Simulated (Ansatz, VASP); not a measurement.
One calculation of Zn2Si3N, two programs

```xyz
6
Lattice="2.7802 0.0000 0.0000 -1.3901 2.4077 0.0000 0.0000 0.0000 11.8513" Properties=species:S:1:pos:R:3 pbc="T T T"
Zn    0.0000    1.6051    8.2378
Zn    1.3901    0.8026    3.6135
Si    0.0000    1.6051    1.3280
Si    1.3901    0.8026   10.5233
Si    0.0000    0.0000    5.9257
N     0.0000    0.0000    0.0000
```

Change from the starting cell: species swapped into the Sn2PbSe3 type (P-3m1, No. 164).

Alike in both runs: functional PBE; k mesh 12 × 12 × 4; occupations gaussian, width 0.1 eV; no spin polarisation.

Ansatz relaxed the structure, and its values are those at the end. VASP's run is a single point on that final structure, the one shown.

|  | VASP | Ansatz |
| --- | --- | --- |
| version | VASP 6.6.1 | Ansatz 0.2.0 |
| potentials or method | VASP PAW PBE potentials, release 64 (Zn, Si, N), cutoff 520 eV | scalar-relativistic, plane waves, PAW |
| valence electrons in the cell | 41 | 41 |

```csv
,VASP,Ansatz,Ansatz less VASP
gap on the k mesh at the Fermi level (eV),none,none,-
pressure (GPa),0.1,0.0,-0.09
```

A gap of «none» marks a metal or a gap that the smearing closes. With one functional, cell and mesh, what is left measures potentials, basis and numerics.
